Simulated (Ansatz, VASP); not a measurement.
Ge in VASP and in Ansatz

```xyz
1
Lattice="1.3971 -2.6005 0.0000 1.3971 2.6005 0.0000 0.0000 0.0000 2.6982" Properties=species:S:1:pos:R:3 pbc="T T T"
Ge    1.3971    0.0000    0.0000
```

Alike in both runs: functional HSE06; k mesh 6 × 6 × 5; occupations fermi-dirac, width 0.05 eV; no spin polarisation.

|  | VASP | Ansatz |
| --- | --- | --- |
| version | VASP 6.6.1 | Ansatz 0.2.0 |
| potentials or method | VASP PAW PBE potentials, release 64 (Ge_d) | Ansatz PAW |
| plane-wave cutoff (eV) | 520 | 420 |
| valence electrons in the cell | 14 | 14 |
| task | single point | band structure |

Ansatz gave:

* gap on the k mesh at the Fermi level (eV): none
* pressure (GPa): -0.8
* traceless stress, the component that is largest in VASP (GPa): -8.99

Question: Estimate VASP's values.

Answer: gap on the k mesh at the Fermi level (eV): none; pressure (GPa): -0.6; traceless stress, the component that is largest in VASP (GPa): -8.98.

A gap of «none» marks a metal or a gap that the smearing closes.

The k mesh is coarse, so the values compare programs but aren't converged.
